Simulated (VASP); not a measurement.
AlCo3:

```
Al Co
1.0
     3.57495    0.00000    0.00000
     0.00000    3.57495    0.00000
     0.00000    0.00000    3.57495
Al Co
1 3
Cartesian
  0.0000 0.0000 0.0000
  1.7875 1.7875 0.0000
  1.7875 0.0000 1.7875
  0.0000 1.7875 1.7875
```

Base run:

```yaml
Program: VASP 6.6.1
Functional: r2SCAN
Potentials_or_basis: VASP PAW PBE potentials, release 64 (Al, Co)
Cutoff: 520 eV
k_mesh: 12 × 12 × 12
Occupations: gaussian, width 0.1 eV
Spin: no spin polarisation
```

Its results: band gap on the k mesh zero (bands 15 and 16 overlap by 1.09 eV); pressure -13.2 GPa.

Task: The run is repeated on the same cell with these changes: functional from r2SCAN to PBEsol. What comes out?

Result: Band gap on the k mesh zero (bands 15 and 16 overlap by 1.02 eV); pressure -13.9 GPa.

Caveats: the cell stands under tension; the PAW data sets were made with another functional, which shifts forces and pressure a little; the run has no spin polarisation, though such a crystal can be magnetic.
